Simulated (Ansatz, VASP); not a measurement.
## One calculation of CaSe, two programs

```xyz
2
Lattice="0.0000 2.9560 2.9560 2.9560 0.0000 2.9560 2.9560 2.9560 0.0000" Properties=species:S:1:pos:R:3 pbc="T T T"
Ca    0.0000    0.0000    0.0000
Se    2.9560    2.9560    2.9185
```

Change from the starting cell: all Se atoms moved +0.037 Å, as atom 2 towards its neighbour atom 1 (Ca) at 2.956 Å.

Alike in both runs: task single point; functional PBEsol; k mesh 8 × 8 × 8; occupations gaussian, width 0.05 eV; no spin polarisation.

|  | VASP | Ansatz |
| --- | --- | --- |
| version | VASP 6.6.1 | Ansatz 0.2.0 |
| potentials or method | VASP PAW PBE potentials, release 64 (Ca_sv, Se), cutoff 520 eV | scalar-relativistic, plane waves, PAW |
| valence electrons in the cell | 16 | 26 |

```tsv
	VASP	Ansatz	Ansatz less VASP
gap on the k mesh at the Fermi level (eV)	1.93	1.94	+0.013
least direct gap on the mesh (eV)	2.87	2.88	+0.011
pressure (GPa)	-0.9	-1.1	-0.19
traceless stress, the component that is largest in VASP (GPa)	0.06	0.06	-0.001
rms of the force components (eV/Å)	0.065	0.064	-0.0011
```

VASP's potentials were made for PBE, not for PBEsol. Atom by atom the forces differ by 0.001 eV/Å (rms over components). VASP's potentials hold 16 valence electrons a cell and Ansatz's 26, so a difference there can come from the potentials and not from the codes.
